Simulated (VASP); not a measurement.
A run of VASP 6.6.1 is set up as follows.

POSCAR

```
ZnS
1.0
    0.0000000000      2.6208066996      2.6208066996
    2.6208066996      0.0000000000      2.6208066996
    2.6208066996      2.6208066996      0.0000000000
Zn S
1 1
Direct
    0.0000000000      0.0000000000      0.0000000000
    0.2500000000      0.2500000000      0.2500000000
```

The input INCAR.step1:

```
PREC = Accurate ; ENCUT = 520
ISMEAR = 0 ; SIGMA = 0.01
LREAL = F ; LASPH = T
NELM = 80 ; NBANDS = 16
GGA = PE ; ALGO = Normal
EDIFF = 1E-4 ; LWAVE = T
LCHARG = F
```

INCAR.step2

```
PREC = Accurate ; ENCUT = 520
EDIFF = 1E-6 ; ISMEAR = 0
SIGMA = 0.01 ; LREAL = F
LASPH = T ; NELM = 80
ALGO = Normal ; ISIF = 2
LWAVE = F ; LCHARG = F
METAGGA = R2SCAN ; LMIXTAU = T
NBANDS = 16 ; ISTART = 1
```

The input KPOINTS:

```
Automatic mesh
0
Gamma
  8 8 8
```

Potentials or basis: VASP PAW PBE potentials, release 64 (Zn, S).

The run is started by

```console
$ cat potpaw_PBE.64/Zn/POTCAR potpaw_PBE.64/S/POTCAR > POTCAR
$ cp INCAR.step1 INCAR
$ mpirun -np 1 vasp_std > vasp.out
$ cp INCAR.step2 INCAR
$ mpirun -np 1 vasp_std > vasp.out
```

(1) What does it give for the pressure?

(2) Predict the band gap on the k mesh.

## Answers

(1) 7.9 GPa.

(2) 3.11 eV.

Caveat: the cell differs from its parent crystal (strain -2.7%); the cell stands under pressure; the PAW data sets were made with another functional, which shifts forces and pressure a little.
